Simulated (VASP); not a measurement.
## MgO: single point with PBEsol

Crystal: MgO.

```
Mg O
1.0
     0.00000    2.09700    2.09700
     2.09700    0.00000    2.09700
     2.09700    2.09700    0.00000
Mg O
1 1
Direct
  0.00000 0.00000 0.00000
  0.50000 0.50000 0.50000
```

```json
{
  "Program": "VASP 6.6.1",
  "Task": "single point",
  "Functional": "PBEsol",
  "Potentials or basis": "VASP PAW PBE potentials, release 64 (Mg, O)",
  "Cutoff": "520 eV",
  "k mesh": "16 × 16 × 16",
  "Occupations": "fermi-dirac, width 0.05 eV",
  "Spin": "no spin polarisation"
}
```

| Quantity | Value |
| --- | --- |
| Pressure | 1.8 GPa |
| Band gap on the k mesh | 4.76 eV |

Levels at points of the mesh, in eV from the valence-band top:
```
           k point  band 2  band 3  band 4  band 5  band 6  band 7
(0.00, 0.00, 0.00)    0.00    0.00    0.00    4.76   15.70   15.70
(0.50, 0.00, 0.00)   -4.74   -0.68   -0.68    7.83   12.65   16.31
(0.50, 0.50, 0.00)   -4.20   -1.38   -1.38    8.93   10.02   13.11
```

It took 34 s on 1 thread of Intel Xeon 8259CL, with other jobs on the host, peak memory 0.16 GiB.

Caveat: the PAW data sets were made with another functional, which shifts forces and pressure a little. A k mesh can miss the band edges.
